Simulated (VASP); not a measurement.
# F (Fm-3m) in VASP: notebook

The runs below take F through single point, relaxation of cell and atoms, with PBEsol.

Everything below comes from runs of VASP 6.6.1. Logs are shortened: lines on timing, memory, paths and dates and some standing lists are left out, and cuts for length are marked.

## 1. The cell of the first run

The structure is cubic, space group Fm-3m (No. 225). Conventional cell: a = 3.330 Å, b = 3.330 Å, c = 3.330 Å, α = 90.00°, β = 90.00°, γ = 90.00°. Within 3.1 Å of F (site symmetry m-3m) lie 12 F at 2.35 Å.

## 2. Single point, PBEsol

File INCAR:

```
PREC = Accurate
ENCUT = 520
EDIFF = 1E-6
ISMEAR = -1
SIGMA = 0.08
LREAL = False
LASPH = True
NELM = 80
ALGO = Normal
ISIF = 2
LWAVE = False
LCHARG = True
GGA = PS
LELF = True
LVHAR = True
NBANDS = 10
```

File KPOINTS:

```
Automatic mesh
0
Gamma
  19 19 19
```

File POSCAR:

```
F
1.0
    0.0000000000      1.6648066513      1.6648066513
    1.6648066513      0.0000000000      1.6648066513
    1.6648066513      1.6648066513      0.0000000000
F
1
Direct
    0.0000000000      0.0000000000      0.0000000000
```

Potentials or basis: VASP PAW PBE potentials, release 64 (F).

Command:

```console
> cat potpaw_PBE.64/F/POTCAR > POTCAR
> mpirun -np 1 vasp_std > vasp.out
```

OUTCAR:

```text
PREC = Accurate
   ENCUT = 520
   EDIFF = 1E-6
   ISMEAR = -1
   LREAL = False
   LASPH = True
   NELM = 80
   ISIF = 2
   GGA = PS

 ion  position               nearest neighbor table
   1  0.000  0.000  0.000-

  LATTYP: Found a face centered cubic cell.
 ALAT       =     3.3296133026

  Lattice vectors:

 A1 = (   0.0000000000,   1.6648066513,   1.6648066513)
 A2 = (   1.6648066513,   0.0000000000,   1.6648066513)
 A3 = (   1.6648066513,   1.6648066513,   0.0000000000)

Analysis of symmetry for initial positions (statically):
=====================================================================
 Subroutine PRICEL returns:
 Original cell was already a primitive cell.

 Routine SETGRP: Setting up the symmetry group for a
 face centered cubic supercell.

 Subroutine GETGRP returns: Found 48 space group operations
 (whereof 48 operations were pure point group operations)
 out of a pool of 48 trial point group operations.

The static configuration has the point symmetry O_h .

Analysis of symmetry for dynamics (positions and initial velocities):
=====================================================================
 Subroutine PRICEL returns:
 Original cell was already a primitive cell.

 Routine SETGRP: Setting up the symmetry group for a
 face centered cubic supercell.

 Subroutine GETGRP returns: Found 48 space group operations
 (whereof 48 operations were pure point group operations)
 out of a pool of 48 trial point group operations.

The dynamic configuration has the point symmetry O_h .

 Subroutine INISYM returns: Found 48 space group operations
 (whereof 48 operations are pure point group operations),
 and found     1 'primitive' translations

----------------------------------------------------------------------------------------

                                     Primitive cell

  volume of cell :       9.2283

  direct lattice vectors                    reciprocal lattice vectors
     0.000000000  1.664806651  1.664806651    -0.300335177  0.300335177  0.300335177
     1.664806651  0.000000000  1.664806651     0.300335177 -0.300335177  0.300335177
     1.664806651  1.664806651  0.000000000     0.300335177  0.300335177 -0.300335177

  length of vectors
     2.354392145  2.354392145  2.354392145     0.520195786  0.520195786  0.520195786

  position of ions in fractional coordinates (direct lattice)
     0.000000000  0.000000000  0.000000000

  ion indices of the primitive-cell ions
   primitive index   ion index
                 1           1

----------------------------------------------------------------------------------------

 KPOINTS: Automatic mesh

Automatic generation of k-mesh.
 Grid dimensions read from file:
 generate k-points for:   19   19   19

 Generating k-lattice:

  Cartesian coordinates                     Fractional coordinates (reciprocal lattice)
    -0.015807115  0.015807115  0.015807115     0.052631579  0.000000000  0.000000000
     0.015807115 -0.015807115  0.015807115     0.000000000  0.052631579  0.000000000
     0.015807115  0.015807115 -0.015807115     0.000000000  0.000000000  0.052631579

  Length of vectors
     0.027378726  0.027378726  0.027378726

  Shift w.r.t. Gamma in fractional coordinates (k-lattice)
     0.000000000  0.000000000  0.000000000

 Subroutine IBZKPT returns following result:
 ===========================================

 Found    220 irreducible k-points:

 Following reciprocal coordinates:
            Coordinates               Weight
  0.000000  0.000000  0.000000      1.000000
  0.052632  0.000000  0.000000      8.000000
  0.105263  0.000000  0.000000      8.000000
  0.157895  0.000000  0.000000      8.000000
  0.210526  0.000000  0.000000      8.000000
  0.263158  0.000000  0.000000      8.000000
[... 16 lines left out ...]
 -0.315789  0.052632  0.000000     24.000000
 -0.263158  0.052632  0.000000     24.000000
 [... further k-points ...]
   k-points           NKPTS =    220   k-points in BZ     NKDIM =    220   number of bands    NBANDS=     10
   number of dos      NEDOS =    301   number of ions     NIONS =      1
   total plane-waves  NPLWV =   5832
   dimension x,y,z NGX =    18 NGY =   18 NGZ =   18
   dimension x,y,z NGXF=    36 NGYF=   36 NGZF=   36
   ions per type =               1
   NGX,Y,Z   is equivalent  to a cutoff of  12.71, 12.71, 12.71 a.u.
   NGXF,Y,Z  is equivalent  to a cutoff of  25.42, 25.42, 25.42 a.u.
 SYSTEM =  unknown system
   PREC   = accura    normal or accurate (medium, high low for compatibility)
   ISTART =      0    job   : 0-new  1-cont  2-samecut
   ICHARG =      2    charge: 1-file 2-atom 10-const
   ISPIN  =      1    spin polarized calculation?
   LNONCOLLINEAR =      F non collinear calculations
   LSORBIT =      F    spin-orbit coupling
   LASPH  =      T    aspherical Exc in radial PAW
   ENCUT  =  520.0 eV  38.22 Ry    6.18 a.u.   4.38  4.38  4.38*2*pi/ulx,y,z
   NELM   =     80;   NELMIN=  2; NELMDL= -5     # of ELM steps
   EDIFF  = 0.1E-05   stopping-criterion for ELM
   LREAL  =      F    real-space projection
   EDIFFG = 0.1E-04   stopping-criterion for IOM
   NSW    =      0    number of steps for IOM
   IBRION =     -1    ionic relax: 0-MD 1-quasi-New 2-CG
   NFREE  =      0    steps in history (QN), initial steepest desc. (CG)
   ISIF   =      2    stress and relaxation
   ISYM   =      2    0-nonsym 1-usesym 2-fastsym
   POTIM  = 0.5000    time-step for ionic-motion
   TEBEG  =    0.0;   TEEND  =   0.0 temperature during run
   PSTRESS=    0.0 pullay stress
   NELECT =       7.0000    total number of electrons
   NUPDOWN=      -1.0000    fix difference up-down
   EMIN   =  10.00;   EMAX   =-10.00  energy-range for DOS
   EFERMI =   0.00;   METHOD = LEGACY
   ISMEAR =    -1;   SIGMA  =   0.08  broadening in eV -4-tet -1-fermi 0-gaus
   EFERMI_NEDOS =   21; number of points for ismear=-14 and -15
   IALGO  =     38    algorithm
   IMIX   =      4    mixing-type and parameters
     AMIX     =   0.40;   BMIX     =  1.00
     AMIX_MAG =   1.60;   BMIX_MAG =  1.00
  volume/ion in A,a.u.               =       9.23        62.28
  Fermi-wavevector in a.u.,A,eV,Ry     =   1.493025  2.821408 30.329063  2.229123
  Thomas-Fermi vector in A             =   2.605478
   LORBIT       =      0    0 simple, 1 ext, 2 COOP (PROOUT), +10 PAW based schemes
   GGA     = PS    functional components
   LHFCALC =     F    Hartree Fock is set to
   AEXX    =    0.0000 exact exchange contribution
   IVDW    =     0    specifies the selected vdW correction
   LEPSILON=     F    determine dielectric tensor
   LRPA    =     F    only Hartree local field effects (RPA)
 non-spin polarized calculation
  energy-cutoff  :      520.00
  volume of cell :        9.23
 maximum number of plane-waves:       262
 NGX is ok and might be reduce to    18
   NGX =  9   NGY =  9   NGZ =  9

 number of electron       7.0000002 magnetization

 Free energy of the ion-electron system (eV)
  ---------------------------------------------------
  ext. energy  EPLUGINS =         0.00000000
  ---------------------------------------------------
  free energy    TOTEN  =        -0.94911335 eV

  energy without entropy =       -0.90067339  energy(sigma->0) =       -0.92489337

 E-fermi :  -2.7093     XC(G=0): -11.1430

 val. band max:       -2.7134129986   @ k =  -0.4211   0.1579   0.0526
 cond. band min:      -2.7092258156   @ k =  -0.4211   0.1579   0.0000
 fundamental gap:      0.0041871830
 Fermi energy:        -2.7093247082

 k-point     1 :       0.0000    0.0000    0.0000
  band No.  band energies     occupation
      1     -24.8720      2.00000
      2      -2.0841      0.00081
      3      -2.0841      0.00081
      4      -2.0841      0.00081
      5      11.6318      0.00000
      6      33.3901      0.00000
      7      33.3901      0.00000
      8      33.3901      0.00000
      9      37.3660      0.00000
     10      44.3235      0.00000

 k-point     2 :       0.0526    0.0000    0.0000
  band No.  band energies     occupation
      1     -24.8262      2.00000
      2      -2.2440      0.00593
      3      -2.0975      0.00095
      4      -2.0975      0.00095
      5      11.7974      0.00000
      6      32.1954      0.00000
      7      33.4507      0.00000
      8      33.4507      0.00000
      9      38.5632      0.00000
     10      42.4313      0.00000

 k-point     3 :       0.1053    0.0000    0.0000
  band No.  band energies     occupation
      1     -24.6919      2.00000
      2      -2.6942      0.90564
      3      -2.1359      0.00154
      4      -2.1359      0.00154
      5      12.2659      0.00000
      6      30.1667      0.00000
      7      33.5827      0.00000
      8      33.5827      0.00000
      9      39.8327      0.00000
     10      40.9243      0.00000

 k-point     4 :       0.1579    0.0000    0.0000
  band No.  band energies     occupation
      1     -24.4784      2.00000
      2      -3.3620      1.99943
      3      -2.1948      0.00322
      4      -2.1948      0.00322
      5      12.9679      0.00000
      6      28.1563      0.00000
      7      33.6321      0.00000
      8      33.6321      0.00000
      9      39.1559      0.00000
     10      39.9901      0.00000
[... 222 lines left out ...]
 k-point    22 :      -0.3684    0.0526    0.0000
  band No.  band energies     occupation
      1     -23.1336      2.00000
      2      -6.6287      2.00000
      3      -2.6498      0.64420
      4      -2.4726      0.09858
      5      17.0281      0.00000
      6      21.5934      0.00000
      7      30.4764      0.00000
      8      31.7572      0.00000
      9      37.2451      0.00000
     10      42.4869      0.00000

 k-point    23 :      -0.3158    0.0526    0.0000
  band No.  band energies     occupation
      1     -23.4162      2.00000
      2      -6.0122      2.00000
      3      -2.6025      0.41648
      4      -2.3984      0.04019
      5      16.1075      0.00000
      6      22.7980      0.00000
      7      30.8813      0.00000
      8      32.3148      0.00000
      9      37.6168      0.00000
     10      40.8060      0.00000

 k-point    24 :      -0.2632    0.0526    0.0000
  band No.  band energies     occupation
      1     -23.7384      2.00000
      2      -5.2626      2.00000
      3      -2.5330      0.19883
      4      -2.3175      0.01481
      5      15.1655      0.00000
      6      24.1728      0.00000
      7      31.4126      0.00000
      8      33.0198      0.00000
      9      38.1435      0.00000
     10      39.3586      0.00000

 [... further k-points ...]
[... 5 lines left out ...]
  --------------------------------------------------------------------------------------
  -------------------------------------------------------------------------------------
  Total       -0.0504767     -0.0504767     -0.0504767      0.0000000      0.0000000      0.0000000
  in kB       -8.7635580     -8.7635580     -8.7635580      0.0000000      0.0000000      0.0000000
  external PRESSURE =      -8.7635580 kB  Pullay stress =       0.0000000 kB

 VOLUME and BASIS-vectors are now :
 -----------------------------------------------------------------------------
  energy-cutoff  :      520.00
  volume of cell :        9.23
      direct lattice vectors                 reciprocal lattice vectors
     0.000000000  1.664806651  1.664806651    -0.300335177  0.300335177  0.300335177
     1.664806651  0.000000000  1.664806651     0.300335177 -0.300335177  0.300335177
     1.664806651  1.664806651  0.000000000     0.300335177  0.300335177 -0.300335177

 POSITION                                       TOTAL-FORCE (eV/Angst)
 -----------------------------------------------------------------------------------
      0.00000      0.00000      0.00000        -0.000000     -0.000000      0.000000
 -----------------------------------------------------------------------------------
    total drift:                                0.000000      0.000000      0.000000

  FREE ENERGIE OF THE ION-ELECTRON SYSTEM (eV)
  ---------------------------------------------------
  free  energy   TOTEN  =        -0.9491133530 eV

  energy  without entropy=       -0.9006733908  energy(sigma->0) =       -0.92489337
```

It took 14 s on 1 thread of Intel Xeon Platinum 8259CL at 2.50GHz (Skylake/Cascade Lake), shared host; peak memory 0.12 GiB.

Results:

```
Free energy : -0.9491 eV
Pressure    : -0.9 GPa
```

Caveat: the PAW data sets were made with another functional, which shifts forces and pressure a little; an odd number of electrons without spin polarisation forces a metal; a magnetic or distorted state may lie lower.

## 3. Relaxation of cell and atoms, PBEsol

This run uses another cell than the first one, of 13.00 Å³/atom, 1.409 times its volume.

File INCAR:

```
PREC = Accurate
ENCUT = 600
EDIFF = 1E-6
ISMEAR = -1
SIGMA = 0.08
LREAL = F
LASPH = T
NELM = 60
ALGO = Normal
ISIF = 3
LWAVE = F
LCHARG = F
GGA = PS
IBRION = 2
NSW = 60
EDIFFG = -0.005
```

File KPOINTS:

```
regular mesh
0
Gamma
  19 19 19
```

File POSCAR:

```
F
1.0
    0.0000000000      1.8662555784      1.8662555784
    1.8662555784      0.0000000000      1.8662555784
    1.8662555784      1.8662555784      0.0000000000
F
1
Direct
    0.0000000000      0.0000000000      0.0000000000
```

Potentials or basis: VASP PAW PBE potentials, release 64 (F).

Command:

```console
> cat potpaw_PBE.64/F/POTCAR > POTCAR
> mpirun -np 1 vasp_std > vasp.out
```

Wall time 52 s (1 thread of Intel Xeon Platinum 8259CL at 2.50GHz (Skylake/Cascade Lake), shared host); peak memory 0.14 GiB.

It converged, with:

```yaml
Free_energy: -0.9646 eV
Relaxed_volume: 9.14 Å³/atom
Relaxed_cell: a = 2.347 Å, b = 2.347 Å, c = 2.347 Å, α = 60.00°, β = 60.00°, γ = 60.00°
Space_group_after_relaxing_to_0.05_Å: Fm-3m (No. 225)
Energy_gained_by_relaxing: 167.1 meV/atom
Ionic_steps: 6
Pressure_after_relaxing: 0.0 GPa
```

Step by step:
```
step  energy change (eV)  largest force (eV/Å)  pressure (GPa)  volume (Å³)
   1              0.0000                0.0000           -8.97        13.00
   2             -0.0742                0.0000           -8.79        11.68
   3             -0.1421                0.0000           10.02         8.25
   4             -0.1607                0.0000           -3.58         9.68
   5             -0.1669                0.0000           -0.78         9.25
   6             -0.1671                0.0000            0.03         9.14
```

Final structure:
```yaml
crystal:
  lattice:
    - [0.00000, 1.65964, 1.65964]
    - [1.65964, 0.00000, 1.65964]
    - [1.65964, 1.65964, 0.00000]
  atoms:
    - { symbol: F, position: [0.00000, 0.00000, 0.00000] }
```

Levels at points of the mesh, in eV from the Fermi level:
| k point | band 1 | band 2 | band 3 | band 4 | band 5 | band 6 | band 7 |
| --- | --- | --- | --- | --- | --- | --- | --- |
| (0.00, 0.00, 0.00) | -22.22 | 0.64 | 0.64 | 0.64 | 14.44 | 36.23 | 36.23 |

Caveat: the volume moved by over 15 % at a fixed basis, so the end points are rough; the PAW data sets were made with another functional, which shifts forces and pressure a little; an odd number of electrons without spin polarisation forces a metal; a magnetic or distorted state may lie lower.
